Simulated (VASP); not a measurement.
Set up this calculation in VASP 6.6.1, as the native input.

```yaml
Task: single point
Functional: PBE
Potentials_or_basis: VASP PAW PBE potentials, release 64 (Pb_d, O, B)
Cutoff: 520 eV
k_mesh: 1 × 1 × 1
Occupations: fermi-dirac, width 0.05 eV
Spin: no spin polarisation
Dipole_correction: no
Further_INCAR_settings: LREAL = Auto; ALGO = Normal; EDIFF = 1e-06; NBANDS = 90; ISYM = 0
```

The structure of B4Pb5O11 lies in POSCAR:

```
B4Pb5O11
1.0
    6.9609960000     -0.1702740000     -0.2994950000
   -0.1702740000      6.7969110000     -0.0464410000
   -0.2994950000     -0.0464410000      6.9712270000
Pb O B
5 11 4
Direct
    0.6182964513      0.1867258912      0.1783220418
    0.4585407729      0.6424950811      0.4264187327
    0.1663272737      0.2775059805      0.9893034386
    0.7888067228      0.4839895828      0.8814591219
    1.0139967832      0.9050990933      0.4544840777
    0.2597417548      0.3247528642      0.3177159781
    0.0820935226      0.6392347430      0.0257587797
    0.6314934261      0.0875437890      0.7997121231
    0.9088362658      0.9569683376      0.9770339546
    0.6822630469      0.0507878573      0.4709176749
    0.1664646145      0.5272136162      0.5832008694
    0.1422505735      0.1578613348      0.5927277327
    0.1868952567      0.9718105152      0.1653318773
    0.6699691872      0.5172433255      0.1623891632
    0.6847453448      0.7455060034      0.7557465639
    0.5768241555      0.3586026142      0.5884002650
    0.0713880102      0.8387662451      0.0577290763
    0.6246081336      0.1662326231      0.6068736569
    0.7475777208      0.9193042952      0.8392891524
    0.1878590563      0.3414614360      0.4973509912
```

One way to write it, as run:

INCAR

```
PREC = Accurate
ENCUT = 520
EDIFF = 1E-6
ISMEAR = -1
SIGMA = 0.05
LREAL = Auto
LASPH = T
NELM = 80
ALGO = Normal
ISIF = 2
LWAVE = F
LCHARG = T
GGA = PE
LELF = T
LVHAR = T
ISYM = 0
NBANDS = 90
```

KPOINTS

```
Automatic mesh
0
Gamma
  1 1 1
```

Potentials or basis: VASP PAW PBE potentials, release 64 (Pb_d, O, B).

The run is started by

```bash
$ cat potpaw_PBE.64/Pb_d/POTCAR potpaw_PBE.64/O/POTCAR potpaw_PBE.64/B/POTCAR > POTCAR
$ mpirun -np 1 vasp_gam > vasp.out
```

It gave:

| Quantity | Value |
| --- | --- |
| Pressure | 1.2 GPa |
| Largest force | 2.630 eV/Å |

Caveat: the k points lie up to 0.93 Å⁻¹ apart; the atoms stand as in a frame of molecular dynamics.

It took 120 s on 1 thread of Intel Xeon 8259CL (shared host), peak memory 0.37 GiB.
